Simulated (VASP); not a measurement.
# Li2Sn (P6/mmm) in VASP: a series of runs

Li2Sn is run at these levels: PBE; tasks: single point.

All numbers are computed with VASP 6.6.1; they aren't measurements. Logs are shortened: lines on timing, memory, paths and dates and some standing lists are left out, and cuts for length are marked.

## 1. The cell of the first run

Symmetry: P6/mmm, No. 191, hexagonal system. Conventional cell: a = 3.686 Å, b = 3.686 Å, c = 3.980 Å, α = 90.00°, β = 90.00°, γ = 120.00°. Within 2.8 Å of Li (site symmetry -6m2) lie 3 Li at 2.13 Å. Sn (site symmetry 6/mmm) has 12 Li at 2.91 Å and 6 Sn at 3.69 Å within 3.8 Å.

## 2. Single point, PBE

The input, INCAR:

```
PREC = Accurate ; ENCUT = 520
EDIFF = 1E-6 ; ISMEAR = 0
SIGMA = 0.1 ; LREAL = F
LASPH = T ; NELM = 100
ALGO = Fast ; ISIF = 2
LWAVE = F ; LCHARG = F
GGA = PE ; NBANDS = 17
```

The input, KPOINTS:

```
Automatic mesh
0
Gamma
  6 6 4
```

The input, POSCAR:

```
Li2Sn
1.0
    3.6863449311      0.0000000000      0.0000000000
   -1.8431724655      3.1924683574      0.0000000000
    0.0000000000      0.0000000000      3.9802727661
Li Sn
2 1
Direct
    0.3333333333      0.6666666667      0.5000000000
    0.6666666667      0.3333333333      0.5000000000
    0.0000000000      0.0000000000      0.0000000000
```

Potentials or basis: VASP PAW PBE potentials, release 64 (Li_sv, Sn_d).

Run with:

```
$ cat potpaw_PBE.64/Li_sv/POTCAR potpaw_PBE.64/Sn_d/POTCAR > POTCAR
$ mpirun -np 1 vasp_std > vasp.out
```

OUTCAR:

```text
PREC = Accurate
   ENCUT = 520
   EDIFF = 1E-6
   ISMEAR = 0
   LREAL = F
   LASPH = T
   NELM = 100
   ISIF = 2
   GGA = PE

 ion  position               nearest neighbor table
   1  0.333  0.667  0.500-   2 2.13   2 2.13   2 2.13   3 2.91   3 2.91   3 2.91   3 2.91   3 2.91
                             3 2.91
   2  0.667  0.333  0.500-   1 2.13   1 2.13   1 2.13   3 2.91   3 2.91   3 2.91   3 2.91   3 2.91
                             3 2.91
   3  0.000  0.000  0.000-   1 2.91   2 2.91   1 2.91   2 2.91   1 2.91   1 2.91   2 2.91   2 2.91
                             2 2.91   2 2.91   1 2.91   1 2.91

  LATTYP: Found a hexagonal cell.
 ALAT       =     3.6863449311
 C/A-ratio  =     1.0797342193

  Lattice vectors:

 A1 = (   3.6863449311,   0.0000000000,   0.0000000000)
 A2 = (  -1.8431724655,   3.1924683574,   0.0000000000)
 A3 = (   0.0000000000,   0.0000000000,   3.9802727661)

Analysis of symmetry for initial positions (statically):
=====================================================================
 Subroutine PRICEL returns:
 Original cell was already a primitive cell.

 Routine SETGRP: Setting up the symmetry group for a
 hexagonal supercell.

 Subroutine GETGRP returns: Found 24 space group operations
 (whereof 24 operations were pure point group operations)
 out of a pool of 24 trial point group operations.

The static configuration has the point symmetry D_6h.

Analysis of symmetry for dynamics (positions and initial velocities):
=====================================================================
 Subroutine PRICEL returns:
 Original cell was already a primitive cell.

 Routine SETGRP: Setting up the symmetry group for a
 hexagonal supercell.

 Subroutine GETGRP returns: Found 24 space group operations
 (whereof 24 operations were pure point group operations)
 out of a pool of 24 trial point group operations.

The dynamic configuration has the point symmetry D_6h.

 Subroutine INISYM returns: Found 24 space group operations
 (whereof 24 operations are pure point group operations),
 and found     1 'primitive' translations

----------------------------------------------------------------------------------------

                                     Primitive cell

  volume of cell :      46.8420

  direct lattice vectors                    reciprocal lattice vectors
     3.686344931  0.000000000  0.000000000     0.271271413  0.156618624  0.000000000
    -1.843172465  3.192468357  0.000000000     0.000000000  0.313237247  0.000000000
     0.000000000  0.000000000  3.980272766     0.000000000  0.000000000  0.251239063

  length of vectors
     3.686344931  3.686344931  3.980272766     0.313237247  0.313237247  0.251239063

  position of ions in fractional coordinates (direct lattice)
     0.333333333  0.666666667  0.500000000
     0.666666667  0.333333333  0.500000000
     0.000000000  0.000000000  0.000000000

  ion indices of the primitive-cell ions
   primitive index   ion index
                 1           1
                 2           2
                 3           3

----------------------------------------------------------------------------------------

 KPOINTS: Automatic mesh

Automatic generation of k-mesh.
 Grid dimensions read from file:
 generate k-points for:    6    6    4

 Generating k-lattice:

  Cartesian coordinates                     Fractional coordinates (reciprocal lattice)
     0.045211902  0.026103104  0.000000000     0.166666667  0.000000000  0.000000000
     0.000000000  0.052206208  0.000000000     0.000000000  0.166666667  0.000000000
     0.000000000  0.000000000  0.062809766     0.000000000  0.000000000  0.250000000

  Length of vectors
     0.052206208  0.052206208  0.062809766

  Shift w.r.t. Gamma in fractional coordinates (k-lattice)
     0.000000000  0.000000000  0.000000000

 Subroutine IBZKPT returns following result:
 ===========================================

 Found     21 irreducible k-points:

 Following reciprocal coordinates:
            Coordinates               Weight
  0.000000  0.000000  0.000000      1.000000
  0.166667  0.000000  0.000000      6.000000
  0.333333  0.000000  0.000000      6.000000
  0.500000  0.000000  0.000000      3.000000
  0.166667  0.166667  0.000000      6.000000
  0.333333  0.166667  0.000000     12.000000
[... 13 lines left out ...]
  0.333333  0.166667  0.500000     12.000000
  0.333333  0.333333  0.500000      2.000000
   k-points           NKPTS =     21   k-points in BZ     NKDIM =     21   number of bands    NBANDS=     17
   number of dos      NEDOS =    301   number of ions     NIONS =      3
   total plane-waves  NPLWV =  23520
   dimension x,y,z NGX =    28 NGY =   28 NGZ =   30
   dimension x,y,z NGXF=    56 NGYF=   56 NGZF=   60
   ions per type =               2   1
   NGX,Y,Z   is equivalent  to a cutoff of  12.63, 12.63, 12.53 a.u.
   NGXF,Y,Z  is equivalent  to a cutoff of  25.25, 25.25, 25.06 a.u.
 SYSTEM =  unknown system
   PREC   = accura    normal or accurate (medium, high low for compatibility)
   ISTART =      0    job   : 0-new  1-cont  2-samecut
   ICHARG =      2    charge: 1-file 2-atom 10-const
   ISPIN  =      1    spin polarized calculation?
   LNONCOLLINEAR =      F non collinear calculations
   LSORBIT =      F    spin-orbit coupling
   LASPH  =      T    aspherical Exc in radial PAW
   ENCUT  =  520.0 eV  38.22 Ry    6.18 a.u.   6.85  6.85  7.40*2*pi/ulx,y,z
   NELM   =    100;   NELMIN=  2; NELMDL= -5     # of ELM steps
   EDIFF  = 0.1E-05   stopping-criterion for ELM
   LREAL  =      F    real-space projection
[... 7 lines left out ...]
   TEBEG  =    0.0;   TEEND  =   0.0 temperature during run
   PSTRESS=    0.0 pullay stress
   NELECT =      20.0000    total number of electrons
   NUPDOWN=      -1.0000    fix difference up-down
   EMIN   =  10.00;   EMAX   =-10.00  energy-range for DOS
   EFERMI =   0.00;   METHOD = LEGACY
   ISMEAR =     0;   SIGMA  =   0.10  broadening in eV -4-tet -1-fermi 0-gaus
   EFERMI_NEDOS =   21; number of points for ismear=-14 and -15
   IALGO  =     68    algorithm
   IMIX   =      4    mixing-type and parameters
     AMIX     =   0.40;   BMIX     =  1.00
     AMIX_MAG =   1.60;   BMIX_MAG =  1.00
  volume/ion in A,a.u.               =      15.61       105.37
  Fermi-wavevector in a.u.,A,eV,Ry     =   1.232744  2.329549 20.676212  1.519659
  Thomas-Fermi vector in A             =   2.367502
   LORBIT       =      0    0 simple, 1 ext, 2 COOP (PROOUT), +10 PAW based schemes
   GGA     = PE    functional components
   LHFCALC =     F    Hartree Fock is set to
   AEXX    =    0.0000 exact exchange contribution
   IVDW    =     0    specifies the selected vdW correction
   LEPSILON=     F    determine dielectric tensor
   LRPA    =     F    only Hartree local field effects (RPA)
 non-spin polarized calculation
 RMM-DIIS sequential band-by-band and
 Gauss-broadening in eV      SIGMA  =   0.10
  energy-cutoff  :      520.00
  volume of cell :       46.84
 maximum number of plane-waves:      1276
 NGX is ok and might be reduce to    28
   NGX = 13   NGY = 13   NGZ = 15

 number of electron      19.9999996 magnetization

 Free energy of the ion-electron system (eV)
  ---------------------------------------------------
  ext. energy  EPLUGINS =         0.00000000
  ---------------------------------------------------
  free energy    TOTEN  =        -7.46471743 eV

  energy without entropy =       -7.45957661  energy(sigma->0) =       -7.46214702

 E-fermi :   6.4675     XC(G=0):  -9.7992

 val. band max:        6.4377167640   @ k =   0.5000   0.0000   0.0000
 cond. band min:       6.5722729727   @ k =   0.3333   0.1667   0.5000
 fundamental gap:      0.1345562086
 Fermi energy:         6.4674994085

 k-point     1 :       0.0000    0.0000    0.0000
  band No.  band energies     occupation
      1     -40.8390      2.00000
      2     -40.5371      2.00000
      3     -14.6906      2.00000
      4     -14.6906      2.00000
      5     -14.6491      2.00000
      6     -14.6318      2.00000
[... 9 lines left out ...]
     16      15.8121      0.00000
     17      18.4530      0.00000

 k-point     2 :       0.1667    0.0000    0.0000
  band No.  band energies     occupation
      1     -40.8210      2.00000
      2     -40.5549      2.00000
      3     -14.6929      2.00000
      4     -14.6744      2.00000
      5     -14.6401      2.00000
      6     -14.6398      2.00000
[... 9 lines left out ...]
     16      15.8145      0.00000
     17      17.3466      0.00000

 k-point     3 :       0.3333    0.0000    0.0000
  band No.  band energies     occupation
      1     -40.7749      2.00000
      2     -40.6008      2.00000
      3     -14.7002      2.00000
      4     -14.6567      2.00000
      5     -14.6419      2.00000
      6     -14.6377      2.00000
[... 9 lines left out ...]
     16      14.7489      0.00000
     17      16.0709      0.00000

 k-point     4 :       0.5000    0.0000    0.0000
  band No.  band energies     occupation
      1     -40.7379      2.00000
      2     -40.6376      2.00000
      3     -14.7045      2.00000
      4     -14.6648      2.00000
      5     -14.6396      2.00000
      6     -14.6256      2.00000
[... 9 lines left out ...]
     16      14.7736      0.00000
     17      15.6336      0.00000
[... 283 lines left out ...]
      1     -40.7880      2.00000
      2     -40.5871      2.00000
      3     -14.6894      2.00000
      4     -14.6602      2.00000
      5     -14.6568      2.00000
      6     -14.6487      2.00000
[... 9 lines left out ...]
     16      16.1744      0.00000
     17      17.2886      0.00000

 k-point    20 :       0.3333    0.1667    0.5000
  band No.  band energies     occupation
      1     -40.7376      2.00000
      2     -40.6373      2.00000
      3     -14.6873      2.00000
      4     -14.6698      2.00000
      5     -14.6547      2.00000
      6     -14.6385      2.00000
[... 9 lines left out ...]
     16      18.6576      0.00000
     17      19.1046      0.00000

 k-point    21 :       0.3333    0.3333    0.5000
  band No.  band energies     occupation
      1     -40.6874      2.00000
      2     -40.6874      2.00000
      3     -14.6648      2.00000
      4     -14.6648      2.00000
      5     -14.6577      2.00000
      6     -14.6577      2.00000
[... 9 lines left out ...]
     16      17.9060      0.00000
     17      20.1484      0.00000

------------------------ aborting loop because EDIFF is reached ----------------------------------------

  FORCE on cell =-STRESS in cart. coord.  units (eV):
  Direction    XX          YY          ZZ          XY          YZ          ZX
  --------------------------------------------------------------------------------------
  -------------------------------------------------------------------------------------
  Total        3.6140615      3.6140615      1.1061377      0.0000000     -0.0000000     -0.0000000
  in kB      123.6148712    123.6148712     37.8341830      0.0000000     -0.0000000     -0.0000000
  external PRESSURE =      95.0213085 kB  Pullay stress =       0.0000000 kB

 VOLUME and BASIS-vectors are now :
 -----------------------------------------------------------------------------
  energy-cutoff  :      520.00
  volume of cell :       46.84
      direct lattice vectors                 reciprocal lattice vectors
     3.686344931  0.000000000  0.000000000     0.271271413  0.156618624  0.000000000
    -1.843172465  3.192468357  0.000000000     0.000000000  0.313237247  0.000000000
     0.000000000  0.000000000  3.980272766     0.000000000  0.000000000  0.251239063

 POSITION                                       TOTAL-FORCE (eV/Angst)
 -----------------------------------------------------------------------------------
     -0.00000      2.12831      1.99014         0.000000      0.000000      0.000000
      1.84317      1.06416      1.99014        -0.000000     -0.000000      0.000000
      0.00000      0.00000      0.00000        -0.000000      0.000000      0.000000
 -----------------------------------------------------------------------------------
    total drift:                               -0.000000      0.000000      0.000000

  FREE ENERGIE OF THE ION-ELECTRON SYSTEM (eV)
  ---------------------------------------------------
  free  energy   TOTEN  =        -7.4647174349 eV

  energy  without entropy=       -7.4595766098  energy(sigma->0) =       -7.46214702
```

Wall time 15 s (1 thread of AMD EPYC 9R45 (Zen 5), shared host); peak memory 0.13 GiB.

Results:

| Property | Result |
| --- | --- |
| Free energy | -7.4647 eV |
| Band gap on the k mesh | zero (bands 10 and 11 overlap by 7.07 eV) |

Caveat: the k points lie up to 0.39 Å⁻¹ apart, too coarse for converged energies and pressures of a metal; the cutoff is under 1.25 times the usual one of these potentials, so pressure, stress and relaxed cells hold a basis-set (Pulay) error; spin-orbit coupling is left out, which moves the levels of the heavy elements.

## 3. Single point, PBE

This run uses another cell than the first one, of 18.72 Å³/atom.

The input, INCAR:

```
PREC = Accurate
ENCUT = 520
EDIFF = 1E-7
ISMEAR = 0
SIGMA = 0.1
LREAL = F
LASPH = T
NELM = 100
ALGO = Normal
ISIF = 2
LWAVE = F
LCHARG = F
GGA = PE
NBANDS = 17
```

The input, KPOINTS:

```
regular mesh
0
Gamma
  6 6 4
```

The input, POSCAR:

```
Li2Sn
1.0
    4.7496379672      0.0000000000      0.0000000000
   -2.3748189836      4.1133071384      0.0000000000
    0.0000000000      0.0000000000      2.8748703046
Li Sn
2 1
Direct
    0.3333333333      0.6666666667      0.5000000000
    0.6666666667      0.3333333333      0.5000000000
    0.0000000000      0.0000000000      0.0000000000
```

Potentials or basis: VASP PAW PBE potentials, release 64 (Li_sv, Sn_d).

Run with:

```
$ cat potpaw_PBE.64/Li_sv/POTCAR potpaw_PBE.64/Sn_d/POTCAR > POTCAR
$ mpirun -np 1 vasp_std > vasp.out
```

OUTCAR:

```text
PREC = Accurate
   ENCUT = 520
   EDIFF = 1E-7
   ISMEAR = 0
   LREAL = F
   LASPH = T
   NELM = 100
   ISIF = 2
   GGA = PE

 ion  position               nearest neighbor table
   1  0.333  0.667  0.500-   3 3.10   3 3.10   3 3.10   3 3.10   3 3.10   3 3.10
   2  0.667  0.333  0.500-   3 3.10   3 3.10   3 3.10   3 3.10   3 3.10   3 3.10
   3  0.000  0.000  0.000-   1 3.10   2 3.10   1 3.10   2 3.10   2 3.10   2 3.10   1 3.10   1 3.10
                             2 3.10   2 3.10   1 3.10   1 3.10

  LATTYP: Found a hexagonal cell.
 ALAT       =     4.7496379672
 C/A-ratio  =     0.6052819866

  Lattice vectors:

 A1 = (   4.7496379672,   0.0000000000,   0.0000000000)
 A2 = (  -2.3748189836,   4.1133071384,   0.0000000000)
 A3 = (   0.0000000000,   0.0000000000,   2.8748703046)

Analysis of symmetry for initial positions (statically):
=====================================================================
 Subroutine PRICEL returns:
 Original cell was already a primitive cell.

 Routine SETGRP: Setting up the symmetry group for a
 hexagonal supercell.
[... 163 lines left out ...]

  energy without entropy =       -8.83525596  energy(sigma->0) =       -8.83755528

 E-fermi :   5.5272     XC(G=0):  -9.0326

 val. band max:        5.0718276766   @ k =   0.0000   0.0000   0.2500
 cond. band min:       5.5420371283   @ k =   0.3333   0.1667   0.5000
 fundamental gap:      0.4702094517
 Fermi energy:         5.5271575595

 k-point     1 :       0.0000    0.0000    0.0000
  band No.  band energies     occupation
      1     -41.8303      2.00000
      2     -41.8001      2.00000
      3     -16.7772      2.00000
      4     -16.2895      2.00000
      5     -16.2895      2.00000
      6     -16.2821      2.00000
[... 397 lines left out ...]
      4     -16.5098      2.00000
      5     -16.2525      2.00000
      6     -16.2525      2.00000
[... 9 lines left out ...]
     16      11.7977      0.00000
     17      14.6414      0.00000

------------------------ aborting loop because EDIFF is reached ----------------------------------------

  FORCE on cell =-STRESS in cart. coord.  units (eV):
  Direction    XX          YY          ZZ          XY          YZ          ZX
  --------------------------------------------------------------------------------------
  -------------------------------------------------------------------------------------
  Total       -0.0606789     -0.0606789     -0.0767110      0.0000000     -0.0000000      0.0000000
  in kB       -1.7309260     -1.7309260     -2.1882572      0.0000000     -0.0000000      0.0000000
  external PRESSURE =      -1.8833697 kB  Pullay stress =       0.0000000 kB

 VOLUME and BASIS-vectors are now :
 -----------------------------------------------------------------------------
  energy-cutoff  :      520.00
  volume of cell :       56.17
      direct lattice vectors                 reciprocal lattice vectors
     4.749637967  0.000000000  0.000000000     0.210542363  0.121556690  0.000000000
    -2.374818984  4.113307138  0.000000000     0.000000000  0.243113380  0.000000000
     0.000000000  0.000000000  2.874870305     0.000000000  0.000000000  0.347841779

 POSITION                                       TOTAL-FORCE (eV/Angst)
 -----------------------------------------------------------------------------------
     -0.00000      2.74220      1.43744         0.000000      0.000000      0.000000
      2.37482      1.37110      1.43744         0.000000      0.000000     -0.000000
      0.00000      0.00000      0.00000        -0.000000      0.000000     -0.000000
 -----------------------------------------------------------------------------------
    total drift:                               -0.000000      0.000000     -0.000000

  FREE ENERGIE OF THE ION-ELECTRON SYSTEM (eV)
  ---------------------------------------------------
  free  energy   TOTEN  =        -8.8398545993 eV

  energy  without entropy=       -8.8352559583  energy(sigma->0) =       -8.83755528
```

OSZICAR:

```text
N       E                     dE             d eps       ncg     rms          rms(c)
DAV:   1     0.123312958460E+03    0.12331E+03   -0.10008E+04   715   0.147E+03
DAV:   2     0.599416917216E+01   -0.11732E+03   -0.11477E+03   732   0.350E+02
DAV:   3    -0.734624602865E+01   -0.13340E+02   -0.13214E+02  1262   0.880E+01
DAV:   4    -0.887141403389E+01   -0.15252E+01   -0.15218E+01   904   0.226E+01
DAV:   5    -0.891195563413E+01   -0.40542E-01   -0.40533E-01  1093   0.381E+00    0.245E+00
DAV:   6    -0.885641633586E+01    0.55539E-01   -0.81852E-02   951   0.363E+00    0.134E+00
DAV:   7    -0.884072424740E+01    0.15692E-01   -0.34667E-02  1015   0.220E+00    0.214E-01
DAV:   8    -0.883981416147E+01    0.91009E-03   -0.40452E-03  1046   0.692E-01    0.425E-02
DAV:   9    -0.883986168252E+01   -0.47521E-04   -0.29383E-04   993   0.124E-01    0.260E-02
DAV:  10    -0.883985213202E+01    0.95505E-05   -0.10161E-05  1037   0.246E-02    0.556E-03
DAV:  11    -0.883985466708E+01   -0.25351E-05   -0.10359E-06   991   0.801E-03    0.120E-03
DAV:  12    -0.883985484283E+01   -0.17575E-06   -0.58785E-08   652   0.176E-03    0.366E-04
DAV:  13    -0.883985457606E+01    0.26677E-06   -0.10528E-08   451   0.998E-04    0.101E-04
DAV:  14    -0.883985459934E+01   -0.23279E-07   -0.24792E-09   434   0.459E-04
   1 F= -.88398546E+01 E0= -.88375553E+01  d E =-.459864E-02
```

stdout:

```text
POSCAR found type information on POSCAR LiSn
 POSCAR found :  2 types and       3 ions
 scaLAPACK will be used
 LDA part: xc-table for (Slater+PW92), standard interpolation
 POSCAR, INCAR and KPOINTS ok, starting setup
 FFT: planning ... GRIDC
 FFT: planning ... GRID_SOFT
 FFT: planning ... GRID
 WAVECAR not read
 entering main loop
```

Run time: 12 s. Hardware: 1 thread of AMD EPYC 9R45 (Zen 5), shared host; peak memory 0.15 GiB.

What came out:

```
Free energy            : -8.8399 eV
Band gap on the k mesh : zero (bands 10 and 11 overlap by 3.45 eV)
```

Levels at points of the mesh, in eV from the Fermi level:
```csv
k point,band 7,band 8,band 9,band 10,band 11,band 12,band 13,band 14
"(0.00, 0.00, 0.00)",-21.81,-10.01,-1.74,-1.74,0.88,0.92,0.92,5.26
"(0.50, 0.00, 0.00)",-21.80,-9.50,-4.74,-3.03,0.54,6.10,6.91,6.92
"(0.00, 0.00, 0.50)",-21.72,-6.03,-4.51,2.21,2.21,3.15,4.14,4.14
"(0.50, 0.00, 0.50)",-21.71,-5.01,-4.23,-1.98,1.28,1.44,2.40,2.45
```

Caveat: the k points lie up to 0.55 Å⁻¹ apart, too coarse for converged energies and pressures of a metal; the cutoff is under 1.25 times the usual one of these potentials, so pressure, stress and relaxed cells hold a basis-set (Pulay) error; spin-orbit coupling is left out, which moves the levels of the heavy elements.
